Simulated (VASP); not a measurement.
The system is TiTe2.

```
Ti Te
1.0
     3.02557    0.00000    0.00000
     0.00000    3.02557    0.00000
     0.00000    0.00000    9.30163
Ti Te
1 2
Direct
  0.00000 0.00000 0.00000
  0.00000 0.00000 0.29431
  0.00000 0.00000 0.70569
```

Base run:

| Quantity | Value |
| --- | --- |
| Program | VASP 6.6.1 |
| Functional | LDA |
| Potentials or basis | VASP PAW LDA potentials, release 64 (Ti_sv, Te) |
| Cutoff | 520 eV |
| k mesh | 9 × 9 × 3 |
| Occupations | fermi-dirac, width 0.05 eV |
| Spin | no spin polarisation |
| Hubbard terms | Ti d U = 8.0 eV |

Its results: band gap on the k mesh zero (band 12 reaches 8.92 eV, above the bottom of band 13 at 6.28 eV); pressure 3.9 GPa; largest force 0.430 eV/Å.

Task: After a change of settings the same cell gave: band gap on the k mesh zero (band 12 reaches 7.71 eV, above the bottom of band 13 at 5.77 eV); pressure -1.3 GPa; largest force 0.199 eV/Å. Which change was it?
A. hubbard terms from Ti d U = 8.0 eV to Ti d U = 6.0 eV; further incar settings from ALGO = Normal; EDIFF = 1e-07; NBANDS = 19 to ALGO = Normal; EDIFF = 1e-06; NBANDS = 19
B. hubbard terms from Ti d U = 8.0 eV to Ti d U = 2.0 eV
C. hubbard terms from Ti d U = 8.0 eV to none; further incar settings from ALGO = Normal; EDIFF = 1e-07; NBANDS = 19 to ALGO = Normal; EDIFF = 1e-06; NBANDS = 19

Result: C.

Caveats: spin-orbit coupling is left out, which moves the levels of the heavy elements; U without spin polarisation on a metal has little footing (some runs); the U is typed as a test and isn't derived for this compound (some runs).
